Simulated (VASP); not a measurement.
# Si (P2_1/m) in VASP: single point with LDA

Aim: the single point of Si with LDA.

Program: VASP 6.6.1. These are calculated values, not measurements. Logs are shortened: lines on timing, memory, paths and dates and some standing lists are left out, and cuts for length are marked.

### 1 The cell of the first run

The structure is monoclinic, space group P2_1/m (No. 11). Conventional cell: a = 2.651 Å, b = 4.542 Å, c = 9.245 Å, α = 90.00°, β = 96.59°, γ = 90.00°. Within 3.1 Å of Si (site symmetry m) lie 11 Si at 2.31 to 2.74 Å. Within 3.4 Å of Si (site symmetry m) lie 14 Si at 2.31 to 3.31 Å. Si (site symmetry m) has 12 Si at 2.65 to 2.74 Å within 3.5 Å. Si (site symmetry m) has 12 Si at 2.65 to 2.74 Å within 3.5 Å.

### 2 Single point, LDA (the part above a cut slid along it)

File INCAR:

```
SYSTEM = Si
  ALGO = Fast
  EDIFF = 1E-6
  ENCUT = 520
  ISIF = 2
  ISMEAR = 0
  LASPH = .True.
  LCHARG = .True.
  LELF = .True.
  LREAL = .False.
  LVHAR = .True.
  LWAVE = .False.
  NBANDS = 26
  NELM = 80
  PREC = Accurate
  SIGMA = 0.15
```

File KPOINTS:

```
k-points
0
Gamma
  22 13 7
  0 0 0
```

File POSCAR:

```
Si
1.0
    1.3255333431     -2.2958910974      0.0000000000
    0.0000000000      0.0000000000     -4.5417424135
    8.4834133959      3.6734257558      0.0000000000
Si
8
Direct
    0.1666666667      0.7500000000      0.8333333333
   -0.0333333333      0.7500000000      0.0833333333
    0.3666666667      0.7500000000      0.3333333333
   -0.2333333333      0.7500000000      0.5833333333
   -0.3666666667      0.2500000000      0.9166666667
    0.4333333333      0.2500000000      0.1666666667
   -0.1666666667      0.2500000000      0.4166666667
    0.2333333333      0.2500000000      0.6666666667
```

Potentials or basis: VASP PAW LDA potentials, release 64 (Si).

On the command line:

```sh
$ cat potpaw_LDA.64/Si/POTCAR > POTCAR
$ mpirun -np 1 vasp_std > vasp.out
```

OUTCAR:

```text
SYSTEM = Si
   EDIFF = 1E-6
   ENCUT = 520
   ISIF = 2
   ISMEAR = 0
   LASPH = .True.
   LREAL = .False.
   NELM = 80
   PREC = Accurate

 ion  position               nearest neighbor table
   1  0.167  0.750  0.833-   2 2.31   4 2.65   4 2.65   8 2.74   8 2.74   5 2.74   5 2.74   5 2.74
                             5 2.74
   2  0.967  0.750  0.083-   1 2.31   3 2.65   3 2.65   6 2.74   6 2.74   6 2.74   6 2.74   5 2.94
                             5 2.94
   3  0.367  0.750  0.333-   2 2.65   4 2.65   2 2.65   4 2.65   6 2.74   6 2.74   7 2.74   7 2.74
                             7 2.74   7 2.74
   4  0.767  0.750  0.583-   3 2.65   1 2.65   1 2.65   3 2.65   7 2.74   7 2.74   8 2.74   8 2.74
                             8 2.74   8 2.74
   5  0.633  0.250  0.917-   6 2.31   8 2.65   8 2.65   1 2.74   1 2.74   1 2.74   1 2.74   2 2.94
                             2 2.94
   6  0.433  0.250  0.167-   5 2.31   7 2.65   7 2.65   3 2.74   3 2.74   2 2.74   2 2.74   2 2.74
                             2 2.74
   7  0.833  0.250  0.417-   6 2.65   8 2.65   8 2.65   6 2.65   4 2.74   4 2.74   3 2.74   3 2.74
                             3 2.74   3 2.74
   8  0.233  0.250  0.667-   5 2.65   7 2.65   7 2.65   5 2.65   1 2.74   1 2.74   4 2.74   4 2.74
                             4 2.74   4 2.74

  LATTYP: Found a simple monoclinic cell.
 ALAT       =     2.6510666862
 B/A-ratio  =     1.7131754690
 C/A-ratio  =     3.4871191548
 COS(beta)  =    -0.1147078669

  Lattice vectors:

 A1 = (   1.3255333431,  -2.2958910974,   0.0000000000)
 A2 = (   0.0000000000,   0.0000000000,   4.5417424135)
 A3 = (  -8.4834133959,  -3.6734257558,   0.0000000000)

Analysis of symmetry for initial positions (statically):
=====================================================================
 Subroutine PRICEL returns:
 Original cell was already a primitive cell.

 Routine SETGRP: Setting up the symmetry group for a
 simple monoclinic supercell.

 Subroutine GETGRP returns: Found  4 space group operations
 (whereof  1 operations were pure point group operations)
 out of a pool of  4 trial point group operations.

The static configuration has the point symmetry C_1 .
 The point group associated with its full space group is C_2h.

Analysis of symmetry for dynamics (positions and initial velocities):
=====================================================================
 Subroutine PRICEL returns:
 Original cell was already a primitive cell.

 Routine SETGRP: Setting up the symmetry group for a
 simple monoclinic supercell.

 Subroutine GETGRP returns: Found  4 space group operations
 (whereof  1 operations were pure point group operations)
 out of a pool of  4 trial point group operations.

The dynamic configuration has the point symmetry C_1 .
 The point group associated with its full space group is C_2h.

 Subroutine INISYM returns: Found  4 space group operations
 (whereof  1 operations are pure point group operations),
 and found     1 'primitive' translations

----------------------------------------------------------------------------------------

                                     Primitive cell

  volume of cell :     110.5744

  direct lattice vectors                    reciprocal lattice vectors
     1.325533343 -2.295891097  0.000000000     0.150882662 -0.348448583  0.000000000
     0.000000000  0.000000000 -4.541742413     0.000000000  0.000000000 -0.220179814
     8.483413396  3.673425756  0.000000000     0.094301664  0.054445091  0.000000000

  length of vectors
     2.651066686  4.541742413  9.244585422     0.379713040  0.220179814  0.108890182

  position of ions in fractional coordinates (direct lattice)
     0.166666667  0.750000000  0.833333333
     0.966666667  0.750000000  0.083333333
     0.366666667  0.750000000  0.333333333
     0.766666667  0.750000000  0.583333333
     0.633333333  0.250000000  0.916666667
     0.433333333  0.250000000  0.166666667
     0.833333333  0.250000000  0.416666667
     0.233333333  0.250000000  0.666666667

  ion indices of the primitive-cell ions
   primitive index   ion index
                 1           1
                 2           2
                 3           3
                 4           4
                 5           5
                 6           6
                 7           7
                 8           8

----------------------------------------------------------------------------------------

 KPOINTS: k-points

Automatic generation of k-mesh.
 Grid dimensions read from file:
 generate k-points for:   22   13    7

 Generating k-lattice:

  Cartesian coordinates                     Fractional coordinates (reciprocal lattice)
     0.006858303 -0.015838572  0.000000000     0.045454545  0.000000000  0.000000000
     0.000000000  0.000000000 -0.016936909     0.000000000  0.076923077  0.000000000
     0.013471666  0.007777870  0.000000000     0.000000000  0.000000000  0.142857143

  Length of vectors
     0.017259684  0.016936909  0.015555740

  Shift w.r.t. Gamma in fractional coordinates (k-lattice)
     0.000000000  0.000000000  0.000000000

 Subroutine IBZKPT returns following result:
 ===========================================

 Found    546 irreducible k-points:

 Following reciprocal coordinates:
            Coordinates               Weight
  0.000000  0.000000  0.000000      1.000000
  0.045455  0.000000 -0.000000      2.000000
  0.090909  0.000000 -0.000000      2.000000
  0.136364  0.000000  0.000000      2.000000
  0.181818  0.000000  0.000000      2.000000
  0.227273  0.000000 -0.000000      2.000000
[... 16 lines left out ...]
  0.454545  0.076923 -0.000000      4.000000
  0.500000  0.076923 -0.000000      2.000000
 [... further k-points ...]
   k-points           NKPTS =    546   k-points in BZ     NKDIM =    546   number of bands    NBANDS=     26
   number of dos      NEDOS =    301   number of ions     NIONS =      8
   total plane-waves  NPLWV =  50400
   dimension x,y,z NGX =    20 NGY =   36 NGZ =   70
   dimension x,y,z NGXF=    40 NGYF=   72 NGZF=  140
   ions per type =               8
   NGX,Y,Z   is equivalent  to a cutoff of  12.54, 13.18, 12.59 a.u.
   NGXF,Y,Z  is equivalent  to a cutoff of  25.08, 26.35, 25.18 a.u.
 SYSTEM =  Si
   PREC   = accura    normal or accurate (medium, high low for compatibility)
   ISTART =      0    job   : 0-new  1-cont  2-samecut
   ICHARG =      2    charge: 1-file 2-atom 10-const
   ISPIN  =      1    spin polarized calculation?
   LNONCOLLINEAR =      F non collinear calculations
   LSORBIT =      F    spin-orbit coupling
   LASPH  =      T    aspherical Exc in radial PAW
   ENCUT  =  520.0 eV  38.22 Ry    6.18 a.u.   4.93  8.44 17.19*2*pi/ulx,y,z
   NELM   =     80;   NELMIN=  2; NELMDL= -5     # of ELM steps
   EDIFF  = 0.1E-05   stopping-criterion for ELM
   LREAL  =      F    real-space projection
   EDIFFG = 0.1E-04   stopping-criterion for IOM
   NSW    =      0    number of steps for IOM
   IBRION =     -1    ionic relax: 0-MD 1-quasi-New 2-CG
   NFREE  =      0    steps in history (QN), initial steepest desc. (CG)
   ISIF   =      2    stress and relaxation
   ISYM   =      2    0-nonsym 1-usesym 2-fastsym
   POTIM  = 0.5000    time-step for ionic-motion
   TEBEG  =    0.0;   TEEND  =   0.0 temperature during run
   PSTRESS=    0.0 pullay stress
   NELECT =      32.0000    total number of electrons
   NUPDOWN=      -1.0000    fix difference up-down
   EMIN   =  10.00;   EMAX   =-10.00  energy-range for DOS
   EFERMI =   0.00;   METHOD = LEGACY
   ISMEAR =     0;   SIGMA  =   0.15  broadening in eV -4-tet -1-fermi 0-gaus
   EFERMI_NEDOS =   21; number of points for ismear=-14 and -15
   IALGO  =     68    algorithm
   IMIX   =      4    mixing-type and parameters
     AMIX     =   0.40;   BMIX     =  1.00
     AMIX_MAG =   1.60;   BMIX_MAG =  1.00
  volume/ion in A,a.u.               =      13.82        93.27
  Fermi-wavevector in a.u.,A,eV,Ry     =   1.082863  2.046314 15.954074  1.172591
  Thomas-Fermi vector in A             =   2.218915
   LORBIT       =      0    0 simple, 1 ext, 2 COOP (PROOUT), +10 PAW based schemes
   GGA     = CA    functional components
   LHFCALC =     F    Hartree Fock is set to
   AEXX    =    0.0000 exact exchange contribution
   IVDW    =     0    specifies the selected vdW correction
   LEPSILON=     F    determine dielectric tensor
   LRPA    =     F    only Hartree local field effects (RPA)
 non-spin polarized calculation
 RMM-DIIS sequential band-by-band and
 Gauss-broadening in eV      SIGMA  =   0.15
  energy-cutoff  :      520.00
  volume of cell :      110.57
 maximum number of plane-waves:      3010
   NGX =  9   NGY = 17   NGZ = 35

 number of electron      32.0000001 magnetization

 Free energy of the ion-electron system (eV)
  ---------------------------------------------------
  ext. energy  EPLUGINS =         0.00000000
  ---------------------------------------------------
  free energy    TOTEN  =       -44.19518143 eV

  energy without entropy =      -44.15944428  energy(sigma->0) =      -44.17731285

 E-fermi :  10.7096     XC(G=0): -11.4404

 val. band max:       10.7094554466   @ k =   0.4091   0.0000   0.4286
 cond. band min:      10.7106278790   @ k =  -0.3182   0.1538   0.4286
 fundamental gap:      0.0011724324
 Fermi energy:        10.7095527841

 k-point     1 :       0.0000    0.0000    0.0000
  band No.  band energies     occupation
      1      -4.0948      2.00000
      2      -2.3854      2.00000
      3      -2.3823      2.00000
      4       2.2984      2.00000
      5       2.4074      2.00000
      6       2.9205      2.00000
[... 18 lines left out ...]
     25      17.8948      0.00000
     26      17.9873      0.00000

 k-point     2 :       0.0455    0.0000   -0.0000
  band No.  band energies     occupation
      1      -4.0517      2.00000
      2      -2.4032      2.00000
      3      -2.2791      2.00000
      4       2.3402      2.00000
      5       2.4228      2.00000
      6       2.9881      2.00000
[... 18 lines left out ...]
     25      18.0197      0.00000
[... 608 lines left out ...]
     25      12.8453      0.00000
     26      13.0445      0.00000

 k-point    24 :       0.5000    0.0769   -0.0000
  band No.  band energies     occupation
      1       1.0311      2.00000
      2       1.1059      2.00000
      3       1.8227      2.00000
      4       2.3803      2.00000
      5       3.3550      2.00000
      6       3.5045      2.00000
[... 18 lines left out ...]
     25      13.0225      0.00000
     26      13.7165      0.00000

 [... further k-points ...]
[... 5 lines left out ...]
  --------------------------------------------------------------------------------------
  -------------------------------------------------------------------------------------
  Total        2.6513495      1.4247993     -0.3076517      2.2255801      0.0000000      0.0000000
  in kB       38.4169726     20.6447602     -4.4577472     32.2477471      0.0000000      0.0000000
  external PRESSURE =      18.2013285 kB  Pullay stress =       0.0000000 kB

 VOLUME and BASIS-vectors are now :
 -----------------------------------------------------------------------------
  energy-cutoff  :      520.00
  volume of cell :      110.57
      direct lattice vectors                 reciprocal lattice vectors
     1.325533343 -2.295891097  0.000000000     0.150882662 -0.348448583  0.000000000
     0.000000000  0.000000000 -4.541742413     0.000000000  0.000000000 -0.220179814
     8.483413396  3.673425756  0.000000000     0.094301664  0.054445091  0.000000000

 POSITION                                       TOTAL-FORCE (eV/Angst)
 -----------------------------------------------------------------------------------
      7.29043      2.67854     -3.40631        -0.595786     -0.401259     -0.000000
      1.98830     -1.91324     -3.40631         0.949392      0.643416      0.000000
      3.31383      0.38265     -3.40631         0.044815      0.029927     -0.000000
      5.96490      0.38265     -3.40631        -0.032062     -0.072018     -0.000000
      8.61597      1.91324     -1.13544        -0.949392     -0.643416     -0.000000
      1.98830     -0.38265     -1.13544         0.595786      0.401259      0.000000
      4.63937     -0.38265     -1.13544         0.032062      0.072018      0.000000
      5.96490      1.91324     -1.13544        -0.044815     -0.029927     -0.000000
 -----------------------------------------------------------------------------------
    total drift:                               -0.000000      0.000000      0.000000

  FREE ENERGIE OF THE ION-ELECTRON SYSTEM (eV)
  ---------------------------------------------------
  free  energy   TOTEN  =       -44.1951814281 eV

  energy  without entropy=      -44.1594442781  energy(sigma->0) =      -44.17731285
```

It took 19 min on 1 thread of Oxide Virtual Turin-like, shared host; peak memory 0.93 GiB.

Results:

* Free energy: -44.1952 eV
* Pressure: 1.8 GPa
* Largest force: 1.147 eV/Å
* Band gap on the k mesh: zero (bands 16 and 17 overlap by 4.99 eV)

Forces on the atoms (eV/Å):
```
Si  -0.596 -0.401  0.000
Si   0.949  0.643  0.000
Si   0.045  0.030  0.000
Si  -0.032 -0.072  0.000
Si  -0.949 -0.643  0.000
Si   0.596  0.401  0.000
Si   0.032  0.072  0.000
Si  -0.045 -0.030  0.000
```

Stress tensor (GPa, compression positive):
```
 3.84  3.22  0.00
 3.22  2.06  0.00
 0.00  0.00 -0.45
```

Caveat: the cell differs from its parent crystal (the part above a cut slid along it); forces of over 1 eV/Å act on the atoms, so gaps and moduli don't describe the material at rest.
